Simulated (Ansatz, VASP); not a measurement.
Two plane-wave programs on Te2Mo

The input INCAR:

```
PREC = Accurate
ENCUT = 520
EDIFF = 1E-6
ISMEAR = 0
SIGMA = 0.05
LREAL = False
LASPH = True
NELM = 60
ALGO = Normal
ISIF = 2
LWAVE = False
LCHARG = False
GGA = PE
NBANDS = 35
```

KPOINTS

```
Automatic mesh
0
Gamma
  9 9 1
```

POSCAR

```
Te2Mo
1.0
    3.5549909197      0.0000000000      0.0000000000
   -1.7774954599      3.0787124467      0.0000000000
    0.0000000000      0.0000000000     35.0365360304
Te Mo
4 2
Direct
    0.3333333333      0.6666666667      0.4468372677
    0.3333333333      0.6666666667      0.9483984951
    0.3333333333      0.6666666667      0.0516015049
    0.3333333333      0.6666666667      0.5531627323
    0.0000000000      0.0000000000      0.0000000000
    0.0000000000      0.0000000000      0.5000000000
```

Input for Ansatz:

```yaml
crystal:
  lattice:
    - [3.5549909197, 0.0, 0.0]
    - [-1.7774954599, 3.0787124467, 0.0]
    - [0.0, 0.0, 35.0365360304]
  atoms:
    - { symbol: Te, position: [0.3333333333, 0.6666666667, 0.4468372677] }
    - { symbol: Te, position: [0.3333333333, 0.6666666667, 0.9483984951] }
    - { symbol: Te, position: [0.3333333333, 0.6666666667, 0.0516015049] }
    - { symbol: Te, position: [0.3333333333, 0.6666666667, 0.5531627323] }
    - { symbol: Mo, position: [0.0, 0.0, 0.0] }
    - { symbol: Mo, position: [0.0, 0.0, 0.5] }
basis:
  ecutwfc: 420
kpoints:
  mp_grid: { grid: [9, 9, 1] }
hamiltonian:
  xc: pbe
  pseudopotentials: { kind: paw, azcp: { folder: soft_1 } }
scf:
  occupations: { method: gaussian, width: 0.05 }
output:
  forces: true
  stress: true
  eigenvalues: true
```

Change from the starting cell: mode 7 frozen in at +0.000 Å and mode 12 at -0.055 Å (largest displacements).

Alike in both runs: task single point; functional PBE; k mesh 9 × 9 × 1; occupations gaussian, width 0.05 eV; no spin polarisation.

|  | VASP | Ansatz |
| --- | --- | --- |
| version | VASP 6.6.1 | Ansatz 0.2.0 |
| potentials or method | VASP PAW PBE potentials, release 64 (Te, Mo_sv), cutoff 520 eV | scalar-relativistic, plane waves, PAW |
| valence electrons in the cell | 52 | 92 |

```csv
,VASP,Ansatz,Ansatz less VASP
gap on the k mesh at the Fermi level (eV),0.98,0.98,+0.004
least direct gap on the mesh (eV),0.98,0.98,+0.004
rms of the force components (eV/Å),0.221,0.225,+0.0034
```

Atom by atom the forces differ by 0.006 eV/Å (rms over components). The functional is the same, so the differences come from potentials, cutoffs and numerics. VASP's potentials hold 52 valence electrons a cell and Ansatz's 92, so a difference there can come from the potentials and not from the codes.

Neither program's run includes spin-orbit coupling.
